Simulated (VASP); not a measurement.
# BeZnSe2 (P6/mmm) in VASP: notebook

Runs on BeZnSe2. Level: PBE. Tasks: single point.

All numbers are computed with VASP 6.6.1; they aren't measurements. Logs are shortened: lines on timing, memory, paths and dates and some standing lists are left out, and cuts for length are marked.

## 1. The cell of the first run

It takes space group P6/mmm (No. 191, hexagonal). The conventional cell has a = 4.775 Å, b = 4.775 Å, c = 4.440 Å, α = 90.00°, β = 90.00°, γ = 120.00°. Within 2.9 Å of Be (site symmetry 6/mmm) lie 2 Zn at 2.22 Å. Within 2.9 Å of Zn (site symmetry 6/mmm) lie 2 Be at 2.22 Å and 6 Se at 2.76 Å. Se (site symmetry -6m2) has 3 Zn at 2.76 Å and 3 Se at 2.76 Å and 6 Be at 3.54 Å within 3.6 Å.

The cell was built from a structure type or drawn by symmetry, and may not be a known phase.

## 2. Single point, PBE

The input, INCAR:

```
ALGO     = Normal         # electronic algorithm
EDIFF    = 1E-6           # SCF threshold, eV
ENCUT    = 520            # plane-wave cutoff, eV
GGA      = PE             # functional
ISIF     = 2              # what is computed and relaxed
ISMEAR   = 0              # smearing method
LASPH    = T              # aspherical terms in the spheres
LCHARG   = T              # write CHGCAR
LELF     = T              # ELF
LREAL    = F              # projectors in reciprocal space
LVHAR    = T            
LWAVE    = F              # write WAVECAR
NBANDS   = 21             # bands
NELM     = 60             # most SCF steps
PREC     = Accurate       # precision mode
SIGMA    = 0.1            # smearing width, eV
```

The input, KPOINTS:

```
k-points
0
Gamma
  6 6 4
```

The input, POSCAR:

```
BeZnSe2
1.0
    4.7753662200      0.0000000000      0.0000000000
   -2.3876831100      4.1355884600      0.0000000000
    0.0000000000      0.0000000000      4.4403116600
Be Zn Se
1 1 2
Direct
    0.0000000000      0.0000000000      0.5000000000
    0.0000000000      0.0000000000      0.0000000000
    0.3333333300      0.6666666700      0.0000000000
    0.6666666700      0.3333333300      0.0000000000
```

Potentials or basis: VASP PAW PBE potentials, release 64 (Be, Zn, Se).

The run is started by

```console
> cat potpaw_PBE.64/Be/POTCAR potpaw_PBE.64/Zn/POTCAR potpaw_PBE.64/Se/POTCAR > POTCAR
> mpirun -np 1 vasp_std > vasp.out
```

OUTCAR:

```text
EDIFF = 1E-6
   ENCUT = 520
   GGA = PE
   ISIF = 2
   ISMEAR = 0
   LASPH = T
   LREAL = F
   NELM = 60
   PREC = Accurate

 ion  position               nearest neighbor table
   1  0.000  0.000  0.500-   2 2.22   2 2.22
   2  0.000  0.000  0.000-   1 2.22   1 2.22   4 2.76   3 2.76   4 2.76   3 2.76   4 2.76   3 2.76

   3  0.333  0.667  0.000-   2 2.76   4 2.76   4 2.76   2 2.76   2 2.76   4 2.76
   4  0.667  0.333  0.000-   2 2.76   3 2.76   3 2.76   2 2.76   2 2.76   3 2.76

  LATTYP: Found a hexagonal cell.
 ALAT       =     4.7753662200
 C/A-ratio  =     0.9298368869

  Lattice vectors:

 A1 = (   4.7753662200,   0.0000000000,   0.0000000000)
 A2 = (  -2.3876831100,   4.1355884600,   0.0000000000)
 A3 = (   0.0000000000,   0.0000000000,   4.4403116600)

Analysis of symmetry for initial positions (statically):
=====================================================================
 Subroutine PRICEL returns:
 Original cell was already a primitive cell.

 Routine SETGRP: Setting up the symmetry group for a
 hexagonal supercell.

 Subroutine GETGRP returns: Found 24 space group operations
 (whereof 24 operations were pure point group operations)
 out of a pool of 24 trial point group operations.

The static configuration has the point symmetry D_6h.

Analysis of symmetry for dynamics (positions and initial velocities):
=====================================================================
 Subroutine PRICEL returns:
 Original cell was already a primitive cell.

 Routine SETGRP: Setting up the symmetry group for a
 hexagonal supercell.

 Subroutine GETGRP returns: Found 24 space group operations
 (whereof 24 operations were pure point group operations)
 out of a pool of 24 trial point group operations.

The dynamic configuration has the point symmetry D_6h.

 Subroutine INISYM returns: Found 24 space group operations
 (whereof 24 operations are pure point group operations),
 and found     1 'primitive' translations

----------------------------------------------------------------------------------------

                                     Primitive cell

  volume of cell :      87.6915

  direct lattice vectors                    reciprocal lattice vectors
     4.775366220  0.000000000  0.000000000     0.209408023  0.120901779  0.000000000
    -2.387683110  4.135588460  0.000000000     0.000000000  0.241803557  0.000000000
     0.000000000  0.000000000  4.440311660     0.000000000  0.000000000  0.225209417

  length of vectors
     4.775366220  4.775366221  4.440311660     0.241803557  0.241803557  0.225209417

  position of ions in fractional coordinates (direct lattice)
     0.000000000  0.000000000  0.500000000
     0.000000000  0.000000000  0.000000000
     0.333333330  0.666666670  0.000000000
     0.666666670  0.333333330  0.000000000

  ion indices of the primitive-cell ions
   primitive index   ion index
                 1           1
                 2           2
                 3           3
                 4           4

----------------------------------------------------------------------------------------

 KPOINTS: k-points

Automatic generation of k-mesh.
 Grid dimensions read from file:
 generate k-points for:    6    6    4

 Generating k-lattice:

  Cartesian coordinates                     Fractional coordinates (reciprocal lattice)
     0.034901337  0.020150296  0.000000000     0.166666667 -0.000000000  0.000000000
     0.000000000  0.040300593  0.000000000     0.000000000  0.166666667  0.000000000
     0.000000000  0.000000000  0.056302354     0.000000000  0.000000000  0.250000000

  Length of vectors
     0.040300593  0.040300593  0.056302354

  Shift w.r.t. Gamma in fractional coordinates (k-lattice)
     0.000000000  0.000000000  0.000000000

 Subroutine IBZKPT returns following result:
 ===========================================

 Found     21 irreducible k-points:

 Following reciprocal coordinates:
            Coordinates               Weight
  0.000000  0.000000  0.000000      1.000000
  0.166667  0.000000  0.000000      6.000000
  0.333333  0.000000  0.000000      6.000000
  0.500000  0.000000  0.000000      3.000000
  0.166667  0.166667  0.000000      6.000000
  0.333333  0.166667  0.000000     12.000000
[... 13 lines left out ...]
  0.333333  0.166667  0.500000     12.000000
  0.333333  0.333333  0.500000      2.000000
   k-points           NKPTS =     21   k-points in BZ     NKDIM =     21   number of bands    NBANDS=     21
   number of dos      NEDOS =    301   number of ions     NIONS =      4
   total plane-waves  NPLWV =  46656
   dimension x,y,z NGX =    36 NGY =   36 NGZ =   36
   dimension x,y,z NGXF=    72 NGYF=   72 NGZF=   72
   ions per type =               1   1   2
   NGX,Y,Z   is equivalent  to a cutoff of  12.53, 12.53, 13.48 a.u.
   NGXF,Y,Z  is equivalent  to a cutoff of  25.07, 25.07, 26.96 a.u.
 SYSTEM =  unknown system
   PREC   = accura    normal or accurate (medium, high low for compatibility)
   ISTART =      0    job   : 0-new  1-cont  2-samecut
   ICHARG =      2    charge: 1-file 2-atom 10-const
   ISPIN  =      1    spin polarized calculation?
   LNONCOLLINEAR =      F non collinear calculations
   LSORBIT =      F    spin-orbit coupling
   LASPH  =      T    aspherical Exc in radial PAW
   ENCUT  =  520.0 eV  38.22 Ry    6.18 a.u.   8.88  8.88  8.26*2*pi/ulx,y,z
   NELM   =     60;   NELMIN=  2; NELMDL= -5     # of ELM steps
   EDIFF  = 0.1E-05   stopping-criterion for ELM
   LREAL  =      F    real-space projection
   EDIFFG = 0.1E-04   stopping-criterion for IOM
   NSW    =      0    number of steps for IOM
   IBRION =     -1    ionic relax: 0-MD 1-quasi-New 2-CG
   NFREE  =      0    steps in history (QN), initial steepest desc. (CG)
   ISIF   =      2    stress and relaxation
   ISYM   =      2    0-nonsym 1-usesym 2-fastsym
   POTIM  = 0.5000    time-step for ionic-motion
   TEBEG  =    0.0;   TEEND  =   0.0 temperature during run
   PSTRESS=    0.0 pullay stress
   NELECT =      26.0000    total number of electrons
   NUPDOWN=      -1.0000    fix difference up-down
   EMIN   =  10.00;   EMAX   =-10.00  energy-range for DOS
   EFERMI =   0.00;   METHOD = LEGACY
   ISMEAR =     0;   SIGMA  =   0.10  broadening in eV -4-tet -1-fermi 0-gaus
   EFERMI_NEDOS =   21; number of points for ismear=-14 and -15
   IALGO  =     38    algorithm
   IMIX   =      4    mixing-type and parameters
     AMIX     =   0.40;   BMIX     =  1.00
     AMIX_MAG =   1.60;   BMIX_MAG =  1.00
  volume/ion in A,a.u.               =      21.92       147.94
  Fermi-wavevector in a.u.,A,eV,Ry     =   1.091642  2.062904 16.213813  1.191682
  Thomas-Fermi vector in A             =   2.227891
   LORBIT       =      0    0 simple, 1 ext, 2 COOP (PROOUT), +10 PAW based schemes
   GGA     = PE    functional components
   LHFCALC =     F    Hartree Fock is set to
   AEXX    =    0.0000 exact exchange contribution
   IVDW    =     0    specifies the selected vdW correction
   LEPSILON=     F    determine dielectric tensor
   LRPA    =     F    only Hartree local field effects (RPA)
 non-spin polarized calculation
 Gauss-broadening in eV      SIGMA  =   0.10
  energy-cutoff  :      520.00
  volume of cell :       87.69
 maximum number of plane-waves:      2385
 NGX is ok and might be reduce to    36
   NGX = 17   NGY = 17   NGZ = 17

 number of electron      25.9999993 magnetization

 Free energy of the ion-electron system (eV)
  ---------------------------------------------------
  ext. energy  EPLUGINS =         0.00000000
  ---------------------------------------------------
  free energy    TOTEN  =        -8.83607786 eV

  energy without entropy =       -8.83013629  energy(sigma->0) =       -8.83310707

 E-fermi :   2.4969     XC(G=0):  -9.1144

 val. band max:        2.4406469637   @ k =   0.5000   0.0000   0.2500
 cond. band min:       2.5300426987   @ k =   0.5000   0.0000   0.5000
 fundamental gap:      0.0893957350
 Fermi energy:         2.4969029940

 k-point     1 :       0.0000    0.0000    0.0000
  band No.  band energies     occupation
      1     -12.4616      2.00000
      2      -8.3477      2.00000
      3      -5.1353      2.00000
      4      -5.1353      2.00000
      5      -5.0819      2.00000
      6      -4.7870      2.00000
[... 13 lines left out ...]
     20      11.3531      0.00000
     21      11.5294      0.00000

 k-point     2 :       0.1667    0.0000    0.0000
  band No.  band energies     occupation
      1     -12.2861      2.00000
      2      -8.7947      2.00000
      3      -5.0830      2.00000
      4      -5.0801      2.00000
      5      -4.9022      2.00000
      6      -4.7979      2.00000
[... 13 lines left out ...]
     20      10.7968      0.00000
     21      11.1334      0.00000

 k-point     3 :       0.3333    0.0000    0.0000
  band No.  band energies     occupation
      1     -11.8029      2.00000
      2      -9.6864      2.00000
      3      -5.0792      2.00000
      4      -4.9512      2.00000
      5      -4.8180      2.00000
      6      -4.7900      2.00000
[... 13 lines left out ...]
     20       9.9259      0.00000
     21      10.2414      0.00000
[... 385 lines left out ...]
 k-point    20 :       0.3333    0.1667    0.5000
  band No.  band energies     occupation
      1     -11.3132      2.00000
      2     -10.1574      2.00000
      3      -5.1006      2.00000
      4      -4.8779      2.00000
      5      -4.8675      2.00000
      6      -4.8367      2.00000
[... 13 lines left out ...]
     20      10.8834      0.00000
     21      11.4789      0.00000

 k-point    21 :       0.3333    0.3333    0.5000
  band No.  band energies     occupation
      1     -10.7534      2.00000
      2     -10.7534      2.00000
      3      -5.1991      2.00000
      4      -4.8606      2.00000
      5      -4.8606      2.00000
      6      -4.7841      2.00000
[... 13 lines left out ...]
     20      10.6217      0.00000
     21      10.6868      0.00000

------------------------ aborting loop because EDIFF is reached ----------------------------------------

  FORCE on cell =-STRESS in cart. coord.  units (eV):
  Direction    XX          YY          ZZ          XY          YZ          ZX
  --------------------------------------------------------------------------------------
  -------------------------------------------------------------------------------------
  Total        1.9901712      1.9901712      0.6436767      0.0000000     -0.0000000      0.0000000
  in kB       36.3616492     36.3616492     11.7603681      0.0000000     -0.0000000      0.0000000
  external PRESSURE =      28.1612221 kB  Pullay stress =       0.0000000 kB

 VOLUME and BASIS-vectors are now :
 -----------------------------------------------------------------------------
  energy-cutoff  :      520.00
  volume of cell :       87.69
      direct lattice vectors                 reciprocal lattice vectors
     4.775366220  0.000000000  0.000000000     0.209408023  0.120901779  0.000000000
    -2.387683110  4.135588460  0.000000000     0.000000000  0.241803557  0.000000000
     0.000000000  0.000000000  4.440311660     0.000000000  0.000000000  0.225209417

 POSITION                                       TOTAL-FORCE (eV/Angst)
 -----------------------------------------------------------------------------------
      0.00000      0.00000      2.22016        -0.000000      0.000000      0.000000
      0.00000      0.00000      0.00000        -0.000000      0.000000      0.000000
     -0.00000      2.75706      0.00000        -0.000000      0.000000      0.000000
      2.38768      1.37853      0.00000         0.000000     -0.000000      0.000000
 -----------------------------------------------------------------------------------
    total drift:                               -0.000000      0.000000     -0.000000

  FREE ENERGIE OF THE ION-ELECTRON SYSTEM (eV)
  ---------------------------------------------------
  free  energy   TOTEN  =        -8.8360778602 eV

  energy  without entropy=       -8.8301362896  energy(sigma->0) =       -8.83310707
```

It took 55 s on 1 thread of Intel Xeon 8259CL, shared host; peak memory 0.22 GiB.

What came out:

```yaml
Free_energy: -8.8361 eV
Pressure: 2.8 GPa
Band_gap_on_the_k_mesh: zero (bands 13 and 14 overlap by 0.83 eV)
```

Stress tensor (GPa, compression positive):
```
3.64 0.00 0.00
0.00 3.64 0.00
0.00 0.00 1.18
```

Levels at points of the mesh, in eV from the Fermi level:
```tsv
k point	band 9	band 10	band 11	band 12	band 13	band 14	band 15	band 16	band 17	band 18
(0.00, 0.00, 0.00)	-4.06	-3.53	-3.27	-2.31	-2.31	0.39	1.68	2.24	4.42	4.42
(0.50, 0.00, 0.00)	-5.76	-1.97	-1.46	-0.21	-0.08	0.60	1.57	1.99	2.97	4.12
(0.00, 0.00, 0.50)	-3.97	-3.97	-2.29	-1.93	-1.93	-0.22	0.24	3.11	3.11	6.32
(0.50, 0.00, 0.50)	-5.60	-3.25	-3.22	-0.84	0.03	0.82	1.65	2.29	4.26	5.46
```

## 3. Single point, PBE

This run uses another cell than the first one, of 23.02 Å³/atom.

The input, INCAR:

```
  ALGO = Normal
  EDIFF = 1E-6
  ENCUT = 520
  GGA = PE
  ISIF = 2
  ISMEAR = 0
  LASPH = True
  LCHARG = False
  LREAL = False
  LWAVE = False
  NBANDS = 21
  NELM = 60
  PREC = Accurate
  SIGMA = 0.1
```

The input, KPOINTS:

```
k-points
0
Gamma
  12 12 10
```

The input, POSCAR:

```
BeZnSe2
1.0
    4.8759836686      0.0000000000      0.0000000000
   -2.4379918343      4.2227257255      0.0000000000
    0.0000000000      0.0000000000      4.4715349875
Be Zn Se
1 1 2
Direct
    0.0000000000      0.0000000000      0.5000000000
    0.0000000000      0.0000000000      0.0000000000
    0.3333333333      0.6666666667      0.0000000000
    0.6666666667      0.3333333333      0.0000000000
```

Potentials or basis: VASP PAW PBE potentials, release 64 (Be, Zn, Se).

The run is started by

```console
> cat potpaw_PBE.64/Be/POTCAR potpaw_PBE.64/Zn/POTCAR potpaw_PBE.64/Se/POTCAR > POTCAR
> mpirun -np 1 vasp_std > vasp.out
```

Wall time 4 min (1 thread of Intel Xeon 8259CL, shared host); peak memory 0.37 GiB.

It converged, with:

```
Free energy            : -8.8698 eV
Pressure               : 0.1 GPa
Band gap on the k mesh : zero (bands 13 and 14 overlap by 1.14 eV)
```

Levels at points of the mesh, in eV from the Fermi level:
```tsv
k point	band 9	band 10	band 11	band 12	band 13	band 14	band 15	band 16	band 17	band 18
(0.00, 0.00, 0.00)	-3.73	-3.28	-3.15	-2.02	-2.02	0.45	1.62	2.44	4.33	4.33
(0.50, 0.00, 0.00)	-5.27	-1.70	-1.22	-0.20	-0.08	0.65	1.54	2.12	2.99	4.14
(0.00, 0.00, 0.50)	-3.64	-3.64	-2.30	-1.63	-1.63	-0.16	0.18	3.13	3.13	6.45
(0.50, 0.00, 0.50)	-5.10	-3.04	-2.92	-0.77	0.05	0.77	1.62	2.39	4.20	5.55
```
